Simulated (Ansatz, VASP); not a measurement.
Two plane-wave programs on Ti

```xyz
1
Lattice="-1.6492 1.6492 1.6410 1.6492 -1.6492 1.6410 1.6328 1.6328 -1.6410" Properties=species:S:1:pos:R:3 pbc="T T T"
Ti    0.0000    0.0000    0.0000
```

Alike in both runs: functional PBEsol; k mesh 10 × 10 × 10; occupations fermi-dirac, width 0.05 eV; no spin polarisation.

```csv
,VASP,Ansatz
version,VASP 6.6.1,Ansatz 0.2.0
potentials or method,"VASP PAW PBE potentials, release 64 (Ti_sv)",Ansatz PAW
plane-wave cutoff (eV),500,420
valence electrons in the cell,12,12
task,single point,band structure
```

```csv
,VASP,Ansatz,Ansatz less VASP
gap on the k mesh at the Fermi level (eV),none,none,-
pressure (GPa),-6.9,-6.7,+0.22
"traceless stress, the component that is largest in VASP (GPa)",0.36,0.36,-0.002
```

VASP's potentials were made for PBE, not for PBEsol. A gap of «none» marks a metal or a gap that the smearing closes.
